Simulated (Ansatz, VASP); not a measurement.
# Cu: VASP beside Ansatz

```xyz
2
Lattice="2.5341 0.0000 0.0000 -1.2671 2.1946 0.0000 0.0000 0.0000 4.1126" Properties=species:S:1:pos:R:3 pbc="T T T"
Cu    0.0000    1.4631    1.0281
Cu    1.2671    0.7315    3.0844
```

Alike in both runs: task relaxation of cell and atoms; functional BLYP; dispersion D3(BJ); k mesh 15 × 15 × 8; no spin polarisation.

|  | VASP | Ansatz |
| --- | --- | --- |
| version | VASP 6.6.1 | Ansatz 0.2.0 |
| potentials or method | VASP PAW PBE potentials, release 64 (Cu), cutoff 600 eV | plane waves, PAW |
| occupations | methfessel-paxton of order 1, width 0.15 eV | cold, width 0.15 eV |
| valence electrons in the cell | 22 | 38 |

|  | VASP | Ansatz | Ansatz less VASP |
| --- | --- | --- | --- |
| relaxed volume (Å³/atom) | 11.16 | 11.13 | -0.026 |
| relaxed length of the cell vector where the two differ most in proportion (Å) | 2.497 | 2.494 | -0.0035 |

VASP's potentials were made for PBE, not for BLYP. VASP's potentials hold 22 valence electrons a cell and Ansatz's 38, so a difference there can come from the potentials and not from the codes.
